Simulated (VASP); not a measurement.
**MoSe: single point with PBE+U**

MoSe:

```xyz
2
Lattice="0.0000 3.3006 3.3006 3.3006 0.0000 3.3006 3.3006 3.3006 0.0000" Properties=species:S:1:pos:R:3 pbc="T T T"
Mo    0.0000    0.0000    0.0000
Se    1.6503    1.6503    1.6503
```

```
Program                : VASP 6.6.1
Task                   : single point
Functional             : PBE
Potentials or basis    : VASP PAW PBE potentials, release 64 (Mo_sv, Se)
Cutoff                 : 520 eV
k mesh                 : 12 × 12 × 12
Occupations            : gaussian, width 0.1 eV
Spin                   : no spin polarisation
Hubbard terms          : Mo d U = 4.38 eV
Dipole correction      : no
Further INCAR settings : ALGO = Normal; EDIFF = 1e-06; NBANDS = 17
```

The pressure is -8.7 GPa and the band gap on the k mesh is 1.14 eV, indirect (least direct gap 1.21 eV).

Levels at points of the mesh, in eV from the valence-band top:
```csv
k point,band 7,band 8,band 9,band 10,band 11,band 12,band 13,band 14
"(0.00, 0.00, 0.00)",-1.95,-1.95,-0.69,-0.69,1.14,4.05,4.05,4.05
"(0.50, 0.00, 0.00)",-2.06,-2.06,-0.27,-0.27,1.99,3.05,3.05,3.45
"(0.50, 0.50, 0.00)",-1.80,-1.80,-0.43,-0.25,1.23,2.52,2.52,5.02
```

Eigenvalues of the final occupation matrices:
```
    site  spin  trace               eigenvalues
site 1 d     1   1.92  0.09 0.09 0.09 0.82 0.82
site 1 d     2   1.92  0.09 0.09 0.09 0.82 0.82
```

It took 110 s on 1 thread of Intel(R) Xeon(R) Platinum 8375C CPU @ 2.90GHz (Ice Lake), with other jobs on the host, peak memory 0.26 GiB.

A k mesh can miss the band edges.
